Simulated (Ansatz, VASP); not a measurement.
**One calculation of Au, two programs**

```
CELL_PARAMETERS angstrom
-1.63241 1.63241 1.63241
1.63241 -1.63241 1.63241
1.63241 1.63241 -1.63241
ATOMIC_POSITIONS crystal
Au 0.00000 0.00000 0.00000
```

Change from the starting cell: strain -0.015 along x and y, -0.015 along z, atoms carried along.

Alike in both runs: task single point; functional PBEsol; k mesh 20 × 20 × 20; occupations gaussian, width 0.15 eV; no spin polarisation.

|  | VASP | Ansatz |
| --- | --- | --- |
| version | VASP 6.6.1 | Ansatz 0.2.0 |
| potentials or method | VASP PAW PBE potentials, release 64 (Au), cutoff 520 eV | scalar-relativistic, plane waves, PAW |
| valence electrons in the cell | 11 | 19 |

Ansatz gave:

| Quantity | Value |
| --- | --- |
| gap on the k mesh at the Fermi level (eV) | none |
| pressure (GPa) | -3.3 |

**Question.** Estimate VASP's values.

**Answer.** gap on the k mesh at the Fermi level (eV): none; pressure (GPa): -3.6.

VASP's potentials were made for PBE, not for PBEsol. A gap of «none» marks a metal or a gap that the smearing closes. VASP's potentials hold 11 valence electrons a cell and Ansatz's 19, so a difference there can come from the potentials and not from the codes.

Neither program's run includes spin-orbit coupling.
